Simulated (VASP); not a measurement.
CuI:

```xyz
2
Lattice="0.0000 3.0120 3.0120 3.0120 0.0000 3.0120 3.0120 3.0120 0.0000" Properties=species:S:1:pos:R:3 pbc="T T T"
Cu    0.0000    0.0000    0.0000
I     1.5060    1.5060    1.5060
```

Program: VASP 6.6.1. Alike in all runs: task single point; potentials or basis VASP PAW PBE potentials, release 64 (Cu, I); no spin polarisation; cell as given; k mesh 4 × 4 × 4; cutoff (eV) 520; smearing gaussian 0.01 eV.

Task: Order these runs on this cell by their band gap on the k mesh, lowest first.
A. level PBE-based screened hybrid with 35 % exact exchange; share of exact exchange 0.35; screening parameter 0.2078 1/Å
B. level PBE-based global hybrid with 40 % exact exchange; share of exact exchange 0.4
C. level PBE-based global hybrid with 35 % exact exchange; share of exact exchange 0.35
D. level PBE-based global hybrid with 30 % exact exchange; share of exact exchange 0.3

Result: A (3.21 eV), D (3.78 eV), C (4.22 eV), B (4.65 eV).

Caveats: all runs use coarse meshes; spin-orbit coupling is left out, which moves the levels of the heavy elements.
